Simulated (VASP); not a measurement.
A run of VASP 6.6.1 is set up as follows.

File INCAR:

```
SYSTEM = MgI2
PREC = Accurate
ENCUT = 520
EDIFF = 1E-6
ISMEAR = 0
SIGMA = 0.01
LREAL = .FALSE.
LASPH = .TRUE.
NELM = 60
ALGO = Normal
ISIF = 2
LWAVE = .FALSE.
LCHARG = .TRUE.
GGA = PE
LELF = .TRUE.
LVHAR = .TRUE.
NBANDS = 15
```

File KPOINTS:

```
Automatic mesh
0
G
  6 6 6
  0 0 0
```

Contents of POSCAR:

```
MgI2
1.0
    0.0000000000      3.6870270944      3.6870270944
    3.6870270944      0.0000000000      3.6870270944
    3.6870270944      3.6870270944      0.0000000000
Mg I
1 2
Direct
    0.0000000000      0.0000000000      0.0000000000
    0.2500000000      0.2500000000      0.2500000000
    0.7500000000      0.7500000000      0.7500000000
```

Potentials or basis: VASP PAW PBE potentials, release 64 (Mg, I).

Launch:

```console
$ cat potpaw_PBE.64/Mg/POTCAR potpaw_PBE.64/I/POTCAR > POTCAR
$ mpirun -np 1 vasp_std > vasp.out
```

Task: Estimate the band gap on the k mesh.

Result: 0.69 eV, indirect (least direct gap 0.92 eV).

Task: What does it give for the pressure?

Result: 2.0 GPa.

Caveat: spin-orbit coupling is left out, which moves the levels of the heavy elements. A k mesh can miss the band edges.
